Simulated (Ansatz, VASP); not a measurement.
As in VASP and in Ansatz

```
CELL_PARAMETERS angstrom
1.82500 -5.50000 0.00000
1.82500 5.50000 0.00000
0.00000 0.00000 4.47000
ATOMIC_POSITIONS crystal
As 0.11085 0.88915 0.06038
As 0.61085 0.38915 0.43962
As 0.88915 0.11085 0.93962
As 0.38915 0.61085 0.56038
```

Alike in both runs: functional PBE; dispersion D3(BJ); k mesh 12 × 12 × 10; occupations gaussian, width 0.1 eV; no spin polarisation.

Ansatz relaxed the structure, and its values are those at the end. VASP's run is a single point on that final structure, the one shown.

|  | VASP | Ansatz |
| --- | --- | --- |
| version | VASP 6.6.1 | Ansatz 0.2.0 |
| potentials or method | VASP PAW PBE potentials, release 64 (As), cutoff 520 eV | scalar-relativistic, plane waves, PAW |
| valence electrons in the cell | 20 | 60 |

Ansatz gave:

* gap on the k mesh at the Fermi level (eV): none
* pressure (GPa): -0.3
* rms of the force components (eV/Å): 0.006

Question: Which values does VASP return?

Answer: gap on the k mesh at the Fermi level (eV): none; pressure (GPa): 0.1; rms of the force components (eV/Å): 0.031.

A gap of «none» marks a metal or a gap that the smearing closes. VASP's potentials hold 20 valence electrons a cell and Ansatz's 60, so a difference there can come from the potentials and not from the codes. Ansatz's warnings: stress scf threshold loose.
